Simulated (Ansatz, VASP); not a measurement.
## One calculation of SiC16, two programs

Contents of INCAR:

```
SYSTEM = SiC16
PREC = Accurate ; ENCUT = 520
EDIFF = 1E-7 ; ISMEAR = 0
SIGMA = 0.05 ; LREAL = Auto
LASPH = .True. ; NELM = 150
ALGO = Normal ; ISIF = 2
LWAVE = .False. ; LCHARG = .True.
ISPIN = 2 ; MAGMOM = 0 0 0 0 0 0 0 0 0 0 0 0 0 0 0 0 2
LORBIT = 11 ; LDIPOL = .True.
IDIPOL = 3 ; DIPOL = 0.5 0.5 0.310
GGA = PE ; IVDW = 12
LELF = .True. ; LVHAR = .True.
LVACPOTAV = .True. ; NBANDS = 52
```

Contents of KPOINTS:

```
regular mesh
0
Gamma
  6 6 1
  0 0 0
```

File POSCAR:

```
SiC16
1.0
    4.9298676323      0.0000000000      0.0000000000
    0.0000000000      4.4224271195      0.0000000000
    0.0000000000      0.0000000000     22.6937497910
C Si
16 1
Direct
    0.2500000000      0.4155274488      0.1762599851
    0.7500000000      0.4155274488      0.1762599851
    0.0000000000      0.5195584910      0.2001803947
    0.5000000000      0.5195584910      0.2001803947
    0.0000000000      0.7272227621      0.2480852155
    0.5000000000      0.7272227621      0.2480852155
    0.2500000000      0.8312538043      0.2720056251
    0.7500000000      0.8312538043      0.2720056251
    0.2500000000      0.0442051686      0.3198734326
    0.7500000000      0.0442051686      0.3198734326
    0.0000000000      0.1500808487      0.3425973485
    0.5000000000      0.1500808487      0.3425973485
    0.0000000000      0.3779776253      0.3900566375
    0.5000000000      0.3779776253      0.3900566375
    0.2500000000      0.4764186278      0.4095290499
    0.7500000000      0.4764186278      0.4095290499
    0.5000000000      1.1430852945      0.5593500373
```

Input for Ansatz:

```yaml
crystal:
  lattice:
    - [4.9298676323, 0.0, 0.0]
    - [0.0, 4.4224271195, 0.0]
    - [0.0, 0.0, 22.693749791]
  atoms:
    - { symbol: C, position: [0.25, 0.4155274488, 0.1762599851] }
    - { symbol: C, position: [0.75, 0.4155274488, 0.1762599851] }
    - { symbol: C, position: [0.0, 0.519558491, 0.2001803947] }
    - { symbol: C, position: [0.5, 0.519558491, 0.2001803947] }
    - { symbol: C, position: [0.0, 0.7272227621, 0.2480852155] }
    - { symbol: C, position: [0.5, 0.7272227621, 0.2480852155] }
    - { symbol: C, position: [0.25, 0.8312538043, 0.2720056251] }
    - { symbol: C, position: [0.75, 0.8312538043, 0.2720056251] }
    - { symbol: C, position: [0.25, 0.0442051686, 0.3198734326] }
    - { symbol: C, position: [0.75, 0.0442051686, 0.3198734326] }
    - { symbol: C, position: [0.0, 0.1500808487, 0.3425973485] }
    - { symbol: C, position: [0.5, 0.1500808487, 0.3425973485] }
    - { symbol: C, position: [0.0, 0.3779776253, 0.3900566375] }
    - { symbol: C, position: [0.5, 0.3779776253, 0.3900566375] }
    - { symbol: C, position: [0.25, 0.4764186278, 0.4095290499] }
    - { symbol: C, position: [0.75, 0.4764186278, 0.4095290499] }
    - { symbol: Si, position: [0.5, 1.1430852945, 0.5593500373], spin: 2.0 }
basis:
  ecutwfc: 420
kpoints:
  mp_grid: { grid: [6, 6, 1] }
hamiltonian:
  xc: pbe
  pseudopotentials: { kind: paw, azcp: { folder: soft_1 } }
  dispersion: d3bj
scf:
  occupations: { method: gaussian, width: 0.05 }
output:
  forces: true
  eigenvalues: true
  populations: true
magnetization:
  spin_polarized: true
efield:
  axis: 3
  dipole_correction: true
  ramp_width: 0.04
```

Alike in both runs: task single point; functional PBE; dispersion D3(BJ); k mesh 6 × 6 × 1; occupations gaussian, width 0.05 eV; collinear spin.

```csv
,VASP,Ansatz
version,VASP 6.6.1,Ansatz 0.2.0
potentials or method,"VASP PAW PBE potentials, release 64 (C, Si), cutoff 520 eV","scalar-relativistic, plane waves, PAW"
valence electrons in the cell,68,68
```

Ansatz gave:

- gap on the k mesh at the Fermi level (eV): none
- rms of the force components (eV/Å): 0.888
- net moment per atom (μB): 0.12
- size of the moment on the site where the two differ most (μB): 1.37
- work function, face that differs most (eV): 4.58

What did VASP give for the same quantities?

gap on the k mesh at the Fermi level (eV): none; rms of the force components (eV/Å): 0.886; net moment per atom (μB): 0.00; size of the moment on the site where the two differ most (μB): 0.04; work function, face that differs most (eV): 4.42.

The net moments are unlike, so the other rows may belong to different states. Site moments also hang on the region over which each program counts them. Atom by atom the forces differ by 0.036 eV/Å (rms over components). A gap of «none» marks a metal or a gap that the smearing closes.
